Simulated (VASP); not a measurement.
Wanted: the native input for a VASP 6.6.1 run.

```yaml
Task: single point
Functional: PBE
Potentials_or_basis: VASP PAW PBE potentials, release 64 (Hf_pv, O)
Cutoff: 520 eV
k_mesh: 6 × 6 × 6
Occupations: gaussian, width 0.01 eV
Spin: no spin polarisation
Dipole_correction: no
Further_INCAR_settings: ALGO = Normal; EDIFF = 1e-06; NBANDS = 18
```

The structure of HfO2 lies in POSCAR:

```
HfO2
1.0
    0.0000000000      2.4785986729      2.5486393278
    2.4785986729      0.0000000000      2.5486393278
    2.4785986729      2.4785986729      0.0000000000
Hf O
1 2
Direct
    0.0000000000      0.0000000000      0.0000000000
    0.2500000000      0.2500000000      0.2500000000
    0.7500000000      0.7500000000      0.7500000000
```

This cell differs from its parent crystal: epitaxial xy strain -2.0%.

The input as run:

INCAR

```
  PREC = Accurate
  ENCUT = 520
  EDIFF = 1E-6
  ISMEAR = 0
  SIGMA = 0.01
  LREAL = F
  LASPH = T
  NELM = 80
  ALGO = Normal
  ISIF = 2
  LWAVE = F
  LCHARG = F
  GGA = PE
  NBANDS = 18
```

KPOINTS

```
regular mesh
0
Gamma
  6 6 6
```

Potentials or basis: VASP PAW PBE potentials, release 64 (Hf_pv, O).

The run is started by

```bash
$ cat potpaw_PBE.64/Hf_pv/POTCAR potpaw_PBE.64/O/POTCAR > POTCAR
$ mpirun -np 1 vasp_std > vasp.out
```

Results of the run:

```json
{
 "Pressure": "11.3 GPa",
 "Band gap on the k mesh": "3.66 eV, indirect (least direct gap 3.76 eV)"
}
```

Caveat: the cell differs from its parent crystal (epitaxial xy strain -2.0%); spin-orbit coupling is left out, which moves the levels of the heavy elements.

Wall time 8.3 s on 1 thread of Intel(R) Xeon(R) 6975P-C (Granite Rapids), with other jobs on the host, peak memory 0.16 GiB.
